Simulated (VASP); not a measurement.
MgH, 4 atoms in the cell. It takes space group P6_3/mmc (No. 194, hexagonal). Conventional cell: a = 3.215 Å, b = 3.215 Å, c = 5.124 Å, α = 90.00°, β = 90.00°, γ = 120.00°. Mg (site symmetry -6m2) has 6 H at 2.26 Å within 3.0 Å. H (site symmetry -3m) has 6 Mg at 2.26 Å and 2 H at 2.56 Å within 3.0 Å. 

```yaml
Program: VASP 6.6.1
Task: relaxation of cell and atoms
Functional: PBE
Potentials_or_basis: VASP PAW PBE potentials, release 64 (Mg, H)
Cutoff: 600 eV
k_mesh: 6 × 6 × 4
Occupations: gaussian, width 0.1 eV
Spin: no spin polarisation
Dipole_correction: no
Further_INCAR_settings: ALGO = Normal; EDIFF = 1e-06; IBRION = 2; EDIFFG = -0.0325; NSW = 90; ISIF = 3
```

Potentials or basis: VASP PAW PBE potentials, release 64 (Mg, H).

The run is started by

```sh
$ cat potpaw_PBE.64/Mg/POTCAR potpaw_PBE.64/H/POTCAR > POTCAR
$ mpirun -np 1 vasp_std > vasp.out
```

Hardware: 1 thread of Intel(R) Xeon(R) 6975P-C (Granite Rapids) (shared host).

Q: How long does it take, and how much memory?

A: Run time: 9.7 s on 1 thread of Intel(R) Xeon(R) 6975P-C (Granite Rapids), with other jobs on the host, peak memory 0.18 GiB. Counts: scf iterations 20, k points 21, ion steps 3.
